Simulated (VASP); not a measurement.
Here is a VASP 6.6.1 calculation.

File INCAR:

```
SYSTEM = SiC
PREC = Accurate ; ENCUT = 600
EDIFF = 1E-7 ; ISMEAR = -5
SIGMA = 0.02 ; LREAL = .FALSE.
LASPH = .TRUE. ; NELM = 120
ALGO = Normal ; ISIF = 3
LWAVE = .FALSE. ; LCHARG = .FALSE.
GGA = PE ; IBRION = 2
NSW = 100 ; EDIFFG = -0.01
GGA_COMPAT = .FALSE. ; NELMIN = 4
```

The input KPOINTS:

```
regular mesh
0
G
  10 10 10
  0 0 0
```

File POSCAR:

```
SiC
1.0
    0.0000000000      2.1889143389      2.1889143389
    2.1889143389      0.0000000000      2.1889143389
    2.1889143389      2.1889143389      0.0000000000
Si C
1 1
Direct
    0.5000000000      0.5000000000      0.5000000000
    0.2500000000      0.2500000000      0.2500000000
```

Potentials or basis: VASP PAW PBE potentials, release 64 (Si, C).

Run with:

```sh
$ cat potpaw_PBE.64/Si/POTCAR potpaw_PBE.64/C/POTCAR > POTCAR
$ mpirun -np 1 vasp_std > vasp.out
```

What does it give for the band gap on the k mesh?

1.37 eV (least direct gap 4.53 eV).

Final structure:
```cif
data_structure
_symmetry_space_group_name_H-M 'P 1'
_symmetry_Int_Tables_number 1
_cell_length_a 3.0956
_cell_length_b 3.0956
_cell_length_c 3.0956
_cell_angle_alpha 60.000
_cell_angle_beta 60.000
_cell_angle_gamma 60.000
_cell_volume 20.98
loop_
_atom_site_label
_atom_site_type_symbol
_atom_site_fract_x
_atom_site_fract_y
_atom_site_fract_z
_atom_site_occupancy
Si1 Si 0.50000 0.50000 0.50000 1
C1 C 0.25000 0.25000 0.25000 1
```

Caveat: the relaxation stopped at its first step, so nothing moved. A k mesh can miss the band edges.
